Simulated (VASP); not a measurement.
# Au (Im-3m) in VASP: notebook

The runs below take Au through single point, with PBEsol, r2SCAN.

All numbers are computed with VASP 6.6.1; they aren't measurements. Logs are shortened: lines on timing, memory, paths and dates and some standing lists are left out, and cuts for length are marked.

## 1. The cell of the first run

The structure is cubic, space group Im-3m (No. 229). The conventional cell has a = 3.380 Å, b = 3.380 Å, c = 3.380 Å, α = 90.00°, β = 90.00°, γ = 90.00°. Au (site symmetry m-3m) has 14 Au at 2.93 to 3.38 Å within 3.9 Å.

## 2. Single point, PBEsol

INCAR reads:

```
SYSTEM = Au
PREC = Accurate ; ENCUT = 520
EDIFF = 1E-6 ; ISMEAR = -1
SIGMA = 0.05 ; LREAL = .FALSE.
LASPH = .TRUE. ; NELM = 80
ALGO = Normal ; ISIF = 2
LWAVE = .FALSE. ; LCHARG = .TRUE.
GGA = PS ; LELF = .TRUE.
LVHAR = .TRUE. ; NBANDS = 12
```

KPOINTS reads:

```
Automatic mesh
0
G
  11 11 11
  0 0 0
```

POSCAR reads:

```
Au
1.0
   -1.6897727226      1.6897727226      1.6897727226
    1.6897727226     -1.6897727226      1.6897727226
    1.6897727226      1.6897727226     -1.6897727226
Au
1
Direct
    0.0000000000      0.0000000000      0.0000000000
```

Potentials or basis: VASP PAW PBE potentials, release 64 (Au).

The run is started by

```sh
cat potpaw_PBE.64/Au/POTCAR > POTCAR
mpirun -np 1 vasp_std > vasp.out
```

OUTCAR:

```text
SYSTEM = Au
   PREC = Accurate
   ENCUT = 520
   EDIFF = 1E-6
   ISMEAR = -1
   LREAL = .FALSE.
   LASPH = .TRUE.
   NELM = 80
   ISIF = 2
   GGA = PS

 ion  position               nearest neighbor table
   1  0.000  0.000  0.000-

  LATTYP: Found a body centered cubic cell.
 ALAT       =     3.3795454452

  Lattice vectors:

 A1 = (  -1.6897727226,   1.6897727226,   1.6897727226)
 A2 = (   1.6897727226,  -1.6897727226,   1.6897727226)
 A3 = (   1.6897727226,   1.6897727226,  -1.6897727226)

Analysis of symmetry for initial positions (statically):
=====================================================================
 Subroutine PRICEL returns:
 Original cell was already a primitive cell.

 Routine SETGRP: Setting up the symmetry group for a
 body centered cubic supercell.

 Subroutine GETGRP returns: Found 48 space group operations
 (whereof 48 operations were pure point group operations)
 out of a pool of 48 trial point group operations.

The static configuration has the point symmetry O_h .

Analysis of symmetry for dynamics (positions and initial velocities):
=====================================================================
 Subroutine PRICEL returns:
 Original cell was already a primitive cell.

 Routine SETGRP: Setting up the symmetry group for a
 body centered cubic supercell.

 Subroutine GETGRP returns: Found 48 space group operations
 (whereof 48 operations were pure point group operations)
 out of a pool of 48 trial point group operations.

The dynamic configuration has the point symmetry O_h .

 Subroutine INISYM returns: Found 48 space group operations
 (whereof 48 operations are pure point group operations),
 and found     1 'primitive' translations

----------------------------------------------------------------------------------------

                                     Primitive cell

  volume of cell :      19.2994

  direct lattice vectors                    reciprocal lattice vectors
    -1.689772723  1.689772723  1.689772723     0.000000000  0.295897782  0.295897782
     1.689772723 -1.689772723  1.689772723     0.295897782  0.000000000  0.295897782
     1.689772723  1.689772723 -1.689772723     0.295897782  0.295897782  0.000000000

  length of vectors
     2.926772209  2.926772209  2.926772209     0.418462656  0.418462656  0.418462656

[... 70 lines left out ...]
   ISTART =      0    job   : 0-new  1-cont  2-samecut
   ICHARG =      2    charge: 1-file 2-atom 10-const
   ISPIN  =      1    spin polarized calculation?
   LNONCOLLINEAR =      F non collinear calculations
   LSORBIT =      F    spin-orbit coupling
   LASPH  =      T    aspherical Exc in radial PAW
   ENCUT  =  520.0 eV  38.22 Ry    6.18 a.u.   5.44  5.44  5.44*2*pi/ulx,y,z
   NELM   =     80;   NELMIN=  2; NELMDL= -5     # of ELM steps
   EDIFF  = 0.1E-05   stopping-criterion for ELM
   LREAL  =      F    real-space projection
[... 7 lines left out ...]
   TEBEG  =    0.0;   TEEND  =   0.0 temperature during run
   PSTRESS=    0.0 pullay stress
   NELECT =      11.0000    total number of electrons
   NUPDOWN=      -1.0000    fix difference up-down
   EMIN   =  10.00;   EMAX   =-10.00  energy-range for DOS
   EFERMI =   0.00;   METHOD = LEGACY
   ISMEAR =    -1;   SIGMA  =   0.05  broadening in eV -4-tet -1-fermi 0-gaus
   EFERMI_NEDOS =   21; number of points for ismear=-14 and -15
   IALGO  =     38    algorithm
   IMIX   =      4    mixing-type and parameters
     AMIX     =   0.40;   BMIX     =  1.00
     AMIX_MAG =   1.60;   BMIX_MAG =  1.00
  volume/ion in A,a.u.               =      19.30       130.24
  Fermi-wavevector in a.u.,A,eV,Ry     =   1.357347  2.565013 25.067236  1.842390
  Thomas-Fermi vector in A             =   2.484273
   LORBIT       =      0    0 simple, 1 ext, 2 COOP (PROOUT), +10 PAW based schemes
   GGA     = PS    functional components
   LHFCALC =     F    Hartree Fock is set to
   AEXX    =    0.0000 exact exchange contribution
   IVDW    =     0    specifies the selected vdW correction
   LEPSILON=     F    determine dielectric tensor
   LRPA    =     F    only Hartree local field effects (RPA)
 non-spin polarized calculation
  energy-cutoff  :      520.00
  volume of cell :       19.30
 maximum number of plane-waves:       539
 NGX is ok and might be reduce to    24
   NGX = 11   NGY = 11   NGZ = 11

 number of electron      11.0000003 magnetization

 Free energy of the ion-electron system (eV)
  ---------------------------------------------------
  ext. energy  EPLUGINS =         0.00000000
  ---------------------------------------------------
  free energy    TOTEN  =        -3.78057390 eV

  energy without entropy =       -3.77518327  energy(sigma->0) =       -3.77787859

 E-fermi :   7.2171     XC(G=0): -12.1585

 val. band max:        7.2130085813   @ k =  -0.3636   0.4545   0.0909
 cond. band min:       7.2195941473   @ k =  -0.2727   0.4545   0.0909
 fundamental gap:      0.0065855660
 Fermi energy:         7.2170517217

 k-point     1 :       0.0000    0.0000    0.0000
  band No.  band energies     occupation
      1      -1.3224      2.00000
      2       3.1321      2.00000
      3       3.1321      2.00000
      4       3.1321      2.00000
      5       4.7254      2.00000
      6       4.7254      2.00000
      7      23.7551      0.00000
      8      23.7551      0.00000
      9      23.7551      0.00000
     10      29.4524      0.00000
     11      29.4524      0.00000
     12      29.4524      0.00000
[... 331 lines left out ...]
 k-point    24 :       0.3636    0.1818    0.0909
  band No.  band energies     occupation
      1       1.9344      2.00000
      2       2.4018      2.00000
      3       3.8257      2.00000
      4       4.7625      2.00000
      5       4.9220      2.00000
      6       9.9808      0.00000
      7      10.4638      0.00000
      8      15.7120      0.00000
      9      18.3056      0.00000
     10      28.6060      0.00000
     11      30.3109      0.00000
     12      31.9712      0.00000

 [... further k-points ...]
[... 5 lines left out ...]
  --------------------------------------------------------------------------------------
  -------------------------------------------------------------------------------------
  Total       -1.7563439     -1.7563439     -1.7563439     -0.0000000     -0.0000000     -0.0000000
  in kB     -145.8059593   -145.8059593   -145.8059593     -0.0000000     -0.0000000     -0.0000000
  external PRESSURE =    -145.8059593 kB  Pullay stress =       0.0000000 kB

 VOLUME and BASIS-vectors are now :
 -----------------------------------------------------------------------------
  energy-cutoff  :      520.00
  volume of cell :       19.30
      direct lattice vectors                 reciprocal lattice vectors
    -1.689772723  1.689772723  1.689772723     0.000000000  0.295897782  0.295897782
     1.689772723 -1.689772723  1.689772723     0.295897782  0.000000000  0.295897782
     1.689772723  1.689772723 -1.689772723     0.295897782  0.295897782  0.000000000

 POSITION                                       TOTAL-FORCE (eV/Angst)
 -----------------------------------------------------------------------------------
      0.00000      0.00000      0.00000         0.000000     -0.000000      0.000000
 -----------------------------------------------------------------------------------
    total drift:                                0.000000      0.000000      0.000000

  FREE ENERGIE OF THE ION-ELECTRON SYSTEM (eV)
  ---------------------------------------------------
  free  energy   TOTEN  =        -3.7805739043 eV

  energy  without entropy=       -3.7751832728  energy(sigma->0) =       -3.77787859
```

stdout:

```text
POSCAR found type information on POSCAR Au
 POSCAR found :  1 types and       1 ions
 scaLAPACK will be used
 -----------------------------------------------------------------------------
|                                                                             |
|                                                                             |
|     You enforced a specific xc type in the INCAR file but a different       |
|     I HOPE YOU KNOW WHAT YOU ARE DOING!                                     |
|                                                                             |
 -----------------------------------------------------------------------------

 LDA part: xc-table for (Slater+PW92), standard interpolation
 POSCAR, INCAR and KPOINTS ok, starting setup
 FFT: planning ... GRIDC
 FFT: planning ... GRID_SOFT
 FFT: planning ... GRID
 WAVECAR not read
 entering main loop
```

Run time: 8.4 s. Hardware: 1 thread of AMD EPYC 7R13 (Zen 3), shared host; peak memory 0.12 GiB.

What came out:

```
Free energy : -3.7806 eV
Pressure    : -14.6 GPa
```

Levels at points of the mesh, in eV from the Fermi level:
| k point | band 4 | band 5 | band 6 | band 7 | band 8 | band 9 |
| --- | --- | --- | --- | --- | --- | --- |
| (0.00, 0.00, 0.00) | -4.08 | -2.49 | -2.49 | 16.54 | 16.54 | 16.54 |

Caveat: the PAW data sets were made with another functional, which shifts forces and pressure a little; spin-orbit coupling is left out, which moves the levels of the heavy elements.

## 3. Single point, r2SCAN

This run uses another cell than the first one, of 17.11 Å³/atom, 0.887 times its volume.

POSCAR reads:

```
Au
1.0
   -1.6234376908      1.6234376908      1.6234376908
    1.6234376908     -1.6234376908      1.6234376908
    1.6234376908      1.6234376908     -1.6234376908
Au
1
Direct
    0.0000000000      0.0000000000      0.0000000000
```

INCAR.step1 reads:

```
ALGO = Normal
EDIFF = 1E-4
ENCUT = 520
GGA = PE
ISMEAR = -1
LASPH = True
LCHARG = False
LREAL = False
LWAVE = True
NBANDS = 12
NELM = 60
PREC = Accurate
SIGMA = 0.05
```

INCAR.step2 reads:

```
ALGO = Normal
EDIFF = 1E-7
ENCUT = 520
ISIF = 2
ISMEAR = -1
ISTART = 1
LASPH = True
LCHARG = True
LELF = True
LMIXTAU = True
LREAL = False
LVHAR = True
LWAVE = False
METAGGA = R2SCAN
NBANDS = 12
NELM = 60
PREC = Accurate
SIGMA = 0.05
```

KPOINTS reads:

```
k-points
0
Gamma
  11 11 11
```

Potentials or basis: VASP PAW PBE potentials, release 64 (Au).

The run is started by

```sh
cat potpaw_PBE.64/Au/POTCAR > POTCAR
cp INCAR.step1 INCAR
mpirun -np 1 vasp_std > vasp.out
cp INCAR.step2 INCAR
mpirun -np 1 vasp_std > vasp.out
```

OUTCAR:

```text
EDIFF = 1E-7
   ENCUT = 520
   ISIF = 2
   ISMEAR = -1
   ISTART = 1
   LASPH = True
   LREAL = False
   METAGGA = R2SCAN
   NELM = 60
   PREC = Accurate

 ion  position               nearest neighbor table
   1  0.000  0.000  0.000-

  LATTYP: Found a body centered cubic cell.
 ALAT       =     3.2468753816

  Lattice vectors:

 A1 = (  -1.6234376908,   1.6234376908,   1.6234376908)
 A2 = (   1.6234376908,  -1.6234376908,   1.6234376908)
[... 530 lines left out ...]
      3       5.0196      2.00000
      4       6.1758      2.00000
      5       6.3742      2.00000
      6      12.5673      0.00000
      7      12.7975      0.00000
      8      18.7106      0.00000
      9      21.4703      0.00000
     10      32.4726      0.00000
     11      34.1738      0.00000
     12      36.4753      0.00000

 [... further k-points ...]
[... 5 lines left out ...]
  --------------------------------------------------------------------------------------
  -------------------------------------------------------------------------------------
  Total        0.5816800      0.5816800      0.5816800     -0.0000000      0.0000000     -0.0000000
  in kB       54.4537570     54.4537570     54.4537570     -0.0000000      0.0000000     -0.0000000
  external PRESSURE =      54.4537570 kB  Pullay stress =       0.0000000 kB

 VOLUME and BASIS-vectors are now :
 -----------------------------------------------------------------------------
  energy-cutoff  :      520.00
  volume of cell :       17.11
      direct lattice vectors                 reciprocal lattice vectors
    -1.623437691  1.623437691  1.623437691     0.000000000  0.307988414  0.307988414
     1.623437691 -1.623437691  1.623437691     0.307988414  0.000000000  0.307988414
     1.623437691  1.623437691 -1.623437691     0.307988414  0.307988414  0.000000000

 POSITION                                       TOTAL-FORCE (eV/Angst)
 -----------------------------------------------------------------------------------
      0.00000      0.00000      0.00000         0.000000      0.000000     -0.000000
 -----------------------------------------------------------------------------------
    total drift:                               -0.000000      0.000000      0.000000

  FREE ENERGIE OF THE ION-ELECTRON SYSTEM (eV)
  ---------------------------------------------------
  free  energy   TOTEN  =       -50.5616751793 eV

  energy  without entropy=      -50.5557295268  energy(sigma->0) =      -50.55870235
```

OUTCAR.step1:

```text
EDIFF = 1E-4
   ENCUT = 520
   GGA = PE
   ISMEAR = -1
   LASPH = True
[... 575 lines left out ...]

 POSITION                                       TOTAL-FORCE (eV/Angst)
 -----------------------------------------------------------------------------------
      0.00000      0.00000      0.00000         0.000000      0.000000     -0.000000
 -----------------------------------------------------------------------------------
    total drift:                               -0.000000      0.000000      0.000000

  FREE ENERGIE OF THE ION-ELECTRON SYSTEM (eV)
  ---------------------------------------------------
  free  energy   TOTEN  =        -3.1732056724 eV

  energy  without entropy=       -3.1674784692  energy(sigma->0) =       -3.17034207
```

OSZICAR.step1:

```text
N       E                     dE             d eps       ncg     rms          rms(c)
DAV:   1     0.496494548186E+02    0.49649E+02   -0.57668E+03  1384   0.831E+02
DAV:   2    -0.276588793688E+01   -0.52415E+02   -0.49664E+02  1604   0.187E+02
DAV:   3    -0.344492629985E+01   -0.67904E+00   -0.67431E+00  1580   0.208E+01
DAV:   4    -0.344714934638E+01   -0.22230E-02   -0.22230E-02  1560   0.135E+00
DAV:   5    -0.344716588736E+01   -0.16541E-04   -0.16541E-04  1552   0.113E-01    0.901E+00
DAV:   6    -0.319377239321E+01    0.25339E+00   -0.69627E-01  1484   0.665E+00    0.580E+00
DAV:   7    -0.317549746491E+01    0.18275E-01   -0.59799E-02  1556   0.197E+00    0.282E+00
DAV:   8    -0.317321969906E+01    0.22778E-02   -0.15307E-03  1488   0.336E-01    0.249E-01
DAV:   9    -0.317320567244E+01    0.14027E-04   -0.85398E-06   884   0.272E-02
   1 F= -.31732057E+01 E0= -.31703421E+01  d E =-.572720E-02
```

It took 48 s on 1 thread of AMD EPYC 7R13 (Zen 3), shared host; peak memory 0.12 GiB.

Results:

| Item | Value |
| --- | --- |
| Free energy | -50.5617 eV |
| Pressure | 5.4 GPa |

Levels at points of the mesh, in eV from the Fermi level:
```csv
k point,band 1,band 2,band 3,band 4,band 5,band 6,band 7,band 8,band 9,band 10
"(0.00, 0.00, 0.00)",-9.92,-5.00,-5.00,-5.00,-3.03,-3.03,17.54,17.54,17.54,25.33
```

Caveat: the PAW data sets were made with another functional, which shifts forces and pressure a little; spin-orbit coupling is left out, which moves the levels of the heavy elements.

## 4. Single point, r2SCAN

This run uses another cell than the first one, of 17.48 Å³/atom, 0.906 times its volume.

POSCAR reads:

```
Au
1.0
   -1.6348707273      1.6348707273      1.6348707273
    1.6348707273     -1.6348707273      1.6348707273
    1.6348707273      1.6348707273     -1.6348707273
Au
1
Direct
    0.0000000000      0.0000000000      0.0000000000
```

INCAR.step1 reads:

```
ALGO = Normal
EDIFF = 1E-4
ENCUT = 520
GGA = PE
ISMEAR = -1
LASPH = T
LCHARG = F
LREAL = F
LWAVE = T
NBANDS = 12
NELM = 100
PREC = Accurate
SIGMA = 0.05
```

INCAR.step2 reads:

```
ALGO = Normal
EDIFF = 1E-6
ENCUT = 520
ISIF = 2
ISMEAR = -1
ISTART = 1
LASPH = T
LCHARG = T
LELF = T
LMIXTAU = T
LREAL = F
LVHAR = T
LWAVE = F
METAGGA = R2SCAN
NBANDS = 12
NELM = 100
PREC = Accurate
SIGMA = 0.05
```

KPOINTS is that of step 3.

The run is started by

```sh
cat potpaw_PBE.64/Au/POTCAR > POTCAR
cp INCAR.step1 INCAR
mpirun -np 1 vasp_std > vasp.out
cp INCAR.step2 INCAR
mpirun -np 1 vasp_std > vasp.out
```

Run time: 47 s. Hardware: 1 thread of AMD EPYC 7R13 (Zen 3), shared host; peak memory 0.12 GiB.

It converged, with:

```yaml
Free_energy: -50.5701 eV
Pressure: 1.9 GPa
```

Levels at points of the mesh, in eV from the Fermi level:
```
           k point  band 3  band 4  band 5  band 6  band 7  band 8  band 9  band 10
(0.00, 0.00, 0.00)   -4.89   -4.89   -2.99   -2.99   17.52   17.52   17.52    24.92
```

Caveat: the PAW data sets were made with another functional, which shifts forces and pressure a little; spin-orbit coupling is left out, which moves the levels of the heavy elements.

## 5. The runs side by side

| level | cell | gap on the mesh (eV) | pressure (GPa) |
| --- | --- | --- | --- |
| PBEsol | a = 2.927 Å, angles 109.5°, 1 atom | none | -14.6 |
| r2SCAN | a = 2.812 Å, angles 109.5°, 1 atom | none | 5.4 |
| r2SCAN | a = 2.832 Å, angles 109.5°, 1 atom | none | 1.9 |

Alike in all rows: task single point; potentials or basis VASP PAW PBE potentials, release 64 (Au); no spin polarisation; k mesh 11 × 11 × 11; cutoff (eV) 520; smearing fermi-dirac 0.05 eV.

Caveats: the PAW data sets were made with another functional, which shifts forces and pressure a little; spin-orbit coupling is left out, which moves the levels of the heavy elements.

Total energies depend on the potentials used, so only differences within one code and one set of settings carry meaning.
